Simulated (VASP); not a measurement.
# TiTe2 (P-3m1) in VASP: single point with PBEsol

Aim: the single point of TiTe2 with PBEsol.

Everything below comes from runs of VASP 6.6.1. Logs are shortened: lines on timing, memory, paths and dates and some standing lists are left out, and cuts for length are marked.

**1. The cell of the first run**

It takes space group P-3m1 (No. 164, trigonal). Conventional cell: a = 3.851 Å, b = 3.851 Å, c = 6.625 Å, α = 90.00°, β = 90.00°, γ = 120.00°. Within 3.7 Å of Ti (site symmetry -3m) lie 6 Te at 2.82 Å. Within 3.7 Å of Te (site symmetry 3m) lie 3 Ti at 2.82 Å.

**2. Single point, PBEsol (volume scaled by 1.06)**

INCAR reads:

```
PREC = Accurate ; ENCUT = 520
EDIFF = 1E-7 ; ISMEAR = -1
SIGMA = 0.03 ; LREAL = False
LASPH = True ; NELM = 60
ALGO = Normal ; ISIF = 2
LWAVE = False ; LCHARG = False
GGA = PS ; NBANDS = 19
```

KPOINTS reads:

```
Automatic mesh
0
Gamma
  13 13 7
```

POSCAR reads:

```
TiTe2
1.0
    3.8510785353      0.0000000000      0.0000000000
   -1.9255392676      3.3351318436      0.0000000000
    0.0000000000      0.0000000000      6.6254441201
Ti Te
1 2
Direct
    0.0000000000      0.0000000000      0.0000000000
    0.6666666667      0.3333333333      0.2628000000
    0.3333333333      0.6666666667      0.7372000000
```

Potentials or basis: VASP PAW PBE potentials, release 64 (Ti_sv, Te).

On the command line:

```sh
> cat potpaw_PBE.64/Ti_sv/POTCAR potpaw_PBE.64/Te/POTCAR > POTCAR
> mpirun -np 1 vasp_std > vasp.out
```

OUTCAR:

```text
PREC = Accurate
   ENCUT = 520
   EDIFF = 1E-7
   ISMEAR = -1
   LREAL = False
   LASPH = True
   NELM = 60
   ISIF = 2
   GGA = PS

 ion  position               nearest neighbor table
   1  0.000  0.000  0.000-   2 2.82   3 2.82   2 2.82   3 2.82   2 2.82   3 2.82
   2  0.667  0.333  0.263-   1 2.82   1 2.82   1 2.82
   3  0.333  0.667  0.737-   1 2.82   1 2.82   1 2.82

  LATTYP: Found a hexagonal cell.
 ALAT       =     3.8510785353
 C/A-ratio  =     1.7204126219

  Lattice vectors:

 A1 = (   3.8510785353,   0.0000000000,   0.0000000000)
 A2 = (  -1.9255392676,   3.3351318436,   0.0000000000)
 A3 = (   0.0000000000,   0.0000000000,   6.6254441201)

Analysis of symmetry for initial positions (statically):
=====================================================================
 Subroutine PRICEL returns:
 Original cell was already a primitive cell.

 Routine SETGRP: Setting up the symmetry group for a
 hexagonal supercell.

 Subroutine GETGRP returns: Found 12 space group operations
 (whereof 12 operations were pure point group operations)
 out of a pool of 24 trial point group operations.

The static configuration has the point symmetry D_3d.

Analysis of symmetry for dynamics (positions and initial velocities):
=====================================================================
 Subroutine PRICEL returns:
 Original cell was already a primitive cell.

 Routine SETGRP: Setting up the symmetry group for a
 hexagonal supercell.

 Subroutine GETGRP returns: Found 12 space group operations
 (whereof 12 operations were pure point group operations)
 out of a pool of 24 trial point group operations.

The dynamic configuration has the point symmetry D_3d.

 Subroutine INISYM returns: Found 12 space group operations
 (whereof 12 operations are pure point group operations),
 and found     1 'primitive' translations

----------------------------------------------------------------------------------------

                                     Primitive cell

  volume of cell :      85.0962

  direct lattice vectors                    reciprocal lattice vectors
     3.851078535  0.000000000  0.000000000     0.259667517  0.149919111  0.000000000
[... 82 lines left out ...]
   ISPIN  =      1    spin polarized calculation?
   LNONCOLLINEAR =      F non collinear calculations
   LSORBIT =      F    spin-orbit coupling
   LASPH  =      T    aspherical Exc in radial PAW
   ENCUT  =  520.0 eV  38.22 Ry    6.18 a.u.   7.16  7.16 12.32*2*pi/ulx,y,z
   NELM   =     60;   NELMIN=  2; NELMDL= -5     # of ELM steps
   EDIFF  = 0.1E-06   stopping-criterion for ELM
   LREAL  =      F    real-space projection
   EDIFFG = 0.1E-05   stopping-criterion for IOM
   NSW    =      0    number of steps for IOM
   IBRION =     -1    ionic relax: 0-MD 1-quasi-New 2-CG
   NFREE  =      0    steps in history (QN), initial steepest desc. (CG)
   ISIF   =      2    stress and relaxation
   ISYM   =      2    0-nonsym 1-usesym 2-fastsym
   POTIM  = 0.5000    time-step for ionic-motion
   TEBEG  =    0.0;   TEEND  =   0.0 temperature during run
   PSTRESS=    0.0 pullay stress
   NELECT =      24.0000    total number of electrons
   NUPDOWN=      -1.0000    fix difference up-down
   EMIN   =  10.00;   EMAX   =-10.00  energy-range for DOS
   EFERMI =   0.00;   METHOD = LEGACY
   ISMEAR =    -1;   SIGMA  =   0.03  broadening in eV -4-tet -1-fermi 0-gaus
   EFERMI_NEDOS =   21; number of points for ismear=-14 and -15
   IALGO  =     38    algorithm
   IMIX   =      4    mixing-type and parameters
     AMIX     =   0.40;   BMIX     =  1.00
     AMIX_MAG =   1.60;   BMIX_MAG =  1.00
  volume/ion in A,a.u.               =      28.37       191.42
  Fermi-wavevector in a.u.,A,eV,Ry     =   1.073598  2.028806 15.682254  1.152613
  Thomas-Fermi vector in A             =   2.209402
   LORBIT       =      0    0 simple, 1 ext, 2 COOP (PROOUT), +10 PAW based schemes
   GGA     = PS    functional components
   LHFCALC =     F    Hartree Fock is set to
   AEXX    =    0.0000 exact exchange contribution
   IVDW    =     0    specifies the selected vdW correction
   LEPSILON=     F    determine dielectric tensor
   LRPA    =     F    only Hartree local field effects (RPA)
 non-spin polarized calculation
  energy-cutoff  :      520.00
  volume of cell :       85.10
 maximum number of plane-waves:      2311
 NGX is ok and might be reduce to    30
   NGX = 15   NGY = 15   NGZ = 25

 number of electron      23.9999994 magnetization

 Free energy of the ion-electron system (eV)
  ---------------------------------------------------
  ext. energy  EPLUGINS =         0.00000000
  ---------------------------------------------------
  free energy    TOTEN  =       -17.39912045 eV

  energy without entropy =      -17.39521258  energy(sigma->0) =      -17.39716652

 E-fermi :   6.0321     XC(G=0):  -9.7453

 val. band max:        6.0291392063   @ k =   0.0000   0.4615   0.1429
 cond. band min:       6.0622239420   @ k =   0.3846  -0.0000   0.0000
 fundamental gap:      0.0330847357
 Fermi energy:         6.0320901967

 k-point     1 :       0.0000    0.0000    0.0000
  band No.  band energies     occupation
      1     -51.3745      2.00000
      2     -27.7210      2.00000
      3     -27.7210      2.00000
      4     -27.6686      2.00000
      5      -6.0831      2.00000
      6      -4.7441      2.00000
[... 505 lines left out ...]
      6      -4.8013      2.00000
[... 11 lines left out ...]
     18      11.4568      0.00000
     19      12.0069      0.00000

 [... further k-points ...]

------------------------ aborting loop because EDIFF is reached ----------------------------------------

  FORCE on cell =-STRESS in cart. coord.  units (eV):
  Direction    XX          YY          ZZ          XY          YZ          ZX
  --------------------------------------------------------------------------------------
  -------------------------------------------------------------------------------------
  Total       -2.9174110     -2.9174110     -2.5835304     -0.0000000      0.0000000      0.0000000
  in kB      -54.9285109    -54.9285109    -48.6422645     -0.0000000      0.0000000      0.0000000
  external PRESSURE =     -52.8330955 kB  Pullay stress =       0.0000000 kB

 VOLUME and BASIS-vectors are now :
 -----------------------------------------------------------------------------
  energy-cutoff  :      520.00
  volume of cell :       85.10
      direct lattice vectors                 reciprocal lattice vectors
     3.851078535  0.000000000  0.000000000     0.259667517  0.149919111  0.000000000
    -1.925539268  3.335131844  0.000000000     0.000000000  0.299838221  0.000000000
     0.000000000  0.000000000  6.625444120     0.000000000  0.000000000  0.150933278

 POSITION                                       TOTAL-FORCE (eV/Angst)
 -----------------------------------------------------------------------------------
      0.00000      0.00000      0.00000         0.000000      0.000000      0.000000
      1.92554      1.11171      1.74117        -0.000000      0.000000     -0.541589
     -0.00000      2.22342      4.88428         0.000000     -0.000000      0.541589
 -----------------------------------------------------------------------------------
    total drift:                               -0.000000      0.000000      0.000000

  FREE ENERGIE OF THE ION-ELECTRON SYSTEM (eV)
  ---------------------------------------------------
  free  energy   TOTEN  =       -17.3991204524 eV

  energy  without entropy=      -17.3952125803  energy(sigma->0) =      -17.39716652
```

OSZICAR:

```text
N       E                     dE             d eps       ncg     rms          rms(c)
DAV:   1     0.174932235936E+03    0.17493E+03   -0.10681E+04  4788   0.117E+03
DAV:   2    -0.338426210577E+01   -0.17832E+03   -0.17357E+03  4975   0.294E+02
DAV:   3    -0.195485677727E+02   -0.16164E+02   -0.15755E+02  7433   0.824E+01
DAV:   4    -0.201254375430E+02   -0.57687E+00   -0.57425E+00  6258   0.146E+01
DAV:   5    -0.201484445328E+02   -0.23007E-01   -0.22996E-01  6931   0.281E+00    0.120E+01
DAV:   6    -0.204339724906E+02   -0.28553E+00   -0.45369E+01  5160   0.393E+01    0.167E+01
DAV:   7    -0.178101504593E+02    0.26238E+01   -0.44286E+01  6069   0.359E+01    0.596E+00
DAV:   8    -0.174230245094E+02    0.38713E+00   -0.17392E+00  5725   0.840E+00    0.217E+00
DAV:   9    -0.174568150969E+02   -0.33791E-01   -0.83662E-01  6484   0.537E+00    0.239E+00
DAV:  10    -0.174180284692E+02    0.38787E-01   -0.90165E-01  5773   0.593E+00    0.125E+00
DAV:  11    -0.173990716351E+02    0.18957E-01   -0.10697E-01  5558   0.212E+00    0.484E-01
DAV:  12    -0.173997099851E+02   -0.63835E-03   -0.41020E-03  5662   0.441E-01    0.358E-01
DAV:  13    -0.173991671942E+02    0.54279E-03   -0.16899E-03  6347   0.258E-01    0.128E-01
DAV:  14    -0.173991572179E+02    0.99763E-05   -0.55455E-05  5549   0.460E-02    0.607E-02
DAV:  15    -0.173991439675E+02    0.13250E-04   -0.99842E-06  6163   0.208E-02    0.573E-02
DAV:  16    -0.173991201100E+02    0.23857E-04   -0.11830E-04  6034   0.657E-02    0.710E-03
DAV:  17    -0.173991204932E+02   -0.38321E-06   -0.22148E-06  5450   0.113E-02    0.546E-03
DAV:  18    -0.173991204524E+02    0.40814E-07   -0.19363E-07  4427   0.305E-03
   1 F= -.17399120E+02 E0= -.17397167E+02  d E =-.390787E-02
```

Wall time 1.7 min (1 thread of Intel Xeon Platinum 8481C at 2.70GHz (Sapphire Rapids), shared host); peak memory 0.34 GiB.

What came out:

| Quantity | Value |
| --- | --- |
| Free energy | -17.3991 eV |
| Pressure | -5.3 GPa |
| Largest force | 0.542 eV/Å |
| Band gap on the k mesh | zero (band 12 reaches 6.38 eV, above the bottom of band 13 at 5.80 eV) |

Forces in eV/Å, atoms in the order of the input:
```
Ti   0.000  0.000  0.000
Te   0.000  0.000 -0.542
Te   0.000  0.000  0.542
```

Stress tensor (GPa, compression positive):
```
-5.49  0.00  0.00
 0.00 -5.49  0.00
 0.00  0.00 -4.86
```

Caveat: the PAW data sets were made with another functional, which shifts forces and pressure a little; spin-orbit coupling is left out, which moves the levels of the heavy elements; this functional lacks dispersion, which binds the layers, so the pressure and a relaxed spacing across them are unreliable.
